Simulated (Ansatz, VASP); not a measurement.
MgS: VASP beside Ansatz

```
CELL_PARAMETERS angstrom
4.03462 0.00000 0.00000
-2.01731 3.49409 0.00000
0.00000 0.00000 6.43229
ATOMIC_POSITIONS crystal
Mg 0.66667 0.33333 0.49576
Mg 0.33333 0.66667 0.99575
S 0.33333 0.66667 0.37924
S 0.66667 0.33333 0.87924
```

Alike in both runs: task single point; functional LDA; k mesh 5 × 5 × 3; no spin polarisation.

|  | VASP | Ansatz |
| --- | --- | --- |
| version | VASP 6.6.1 | Ansatz 0.2.0 |
| potentials or method | VASP PAW LDA potentials, release 64 (Mg, S), cutoff 600 eV | plane waves, PAW |
| occupations | gaussian, width 0.01 eV | fixed |
| valence electrons in the cell | 16 | 32 |

|  | VASP | Ansatz | Ansatz less VASP |
| --- | --- | --- | --- |
| gap on the k mesh at the Fermi level (eV) | 3.16 | 3.15 | -0.010 |

LDA's correlation is that of Perdew and Zunger in VASP and of Perdew and Wang (1992) in Ansatz. VASP's potentials hold 16 valence electrons a cell and Ansatz's 32, so a difference there can come from the potentials and not from the codes.
